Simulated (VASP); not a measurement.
A run of VASP 6.6.1 is set up as follows.

File INCAR:

```
PREC     = Accurate       # precision mode
ENCUT    = 520            # plane-wave cutoff, eV
EDIFF    = 1E-7           # SCF threshold, eV
ISMEAR   = -1             # smearing method
SIGMA    = 0.1            # smearing width, eV
LREAL    = False          # projectors in reciprocal space
LASPH    = True           # aspherical terms in the spheres
NELM     = 60             # most SCF steps
ALGO     = Normal         # electronic algorithm
ISIF     = 2              # what is computed and relaxed
LWAVE    = False          # write WAVECAR
LCHARG   = True           # write CHGCAR
GGA      = PE             # functional
LELF     = True           # ELF
LVHAR    = True         
NBANDS   = 9              # bands
```

KPOINTS

```
regular mesh
0
Gamma
  6 6 3
```

The input POSCAR:

```
Mg
1.0
    3.1953117277      0.0000000000      0.0000000000
   -1.5976558638      2.7672211292      0.0000000000
    0.0000000000      0.0000000000      5.1879445283
Mg
2
Direct
    0.3333333333      0.6666666667      0.2500000000
    0.6666666667      0.3333333333      0.7500000000
```

Potentials or basis: VASP PAW PBE potentials, release 64 (Mg).

The run is started by

```bash
$ cat potpaw_PBE.64/Mg/POTCAR > POTCAR
$ mpirun -np 1 vasp_std > vasp.out
```

(1) Estimate the band gap on the k mesh.

(2) Predict the pressure.

Results:

(1) zero (band 2 reaches 2.96 eV, above the bottom of band 3 at 1.39 eV).

(2) 0.0 GPa.

Caveat: the k points lie up to 0.40 Å⁻¹ apart.
